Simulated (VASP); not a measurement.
# Hf: single point with r2SCAN

Crystal: Hf.

```
CELL_PARAMETERS angstrom
0.00000 2.26354 2.26354
2.26354 0.00000 2.26354
2.26354 2.26354 0.00000
ATOMIC_POSITIONS crystal
Hf 0.00000 0.00000 0.00000
```

```
Program             : VASP 6.6.1
Task                : single point
Functional          : r2SCAN
Potentials or basis : VASP PAW PBE potentials, release 64 (Hf_pv)
Cutoff              : 520 eV
k mesh              : 10 × 10 × 10
Occupations         : fermi-dirac, width 0.05 eV
Spin                : no spin polarisation
```

The pressure is -3.6 GPa. The band gap on the k mesh is zero (band 5 reaches 5.94 eV, above the bottom of band 6 at 4.00 eV).

Levels at points of the mesh, in eV from the Fermi level:
```tsv
k point	band 3	band 4	band 5	band 6	band 7	band 8
(0.00, 0.00, 0.00)	-31.25	-7.42	1.59	1.59	1.59	4.46
(0.50, 0.00, 0.00)	-31.35	-3.62	0.27	1.42	1.42	6.44
(0.50, 0.50, 0.00)	-31.51	-3.15	-2.02	2.26	6.52	6.99
```

It took 24 s on 1 thread of Intel(R) Xeon(R) Platinum 8559C (Emerald Rapids) (shared host), peak memory 0.14 GiB.

Caveat: the PAW data sets were made with another functional, which shifts forces and pressure a little; spin-orbit coupling is left out, which moves the levels of the heavy elements.
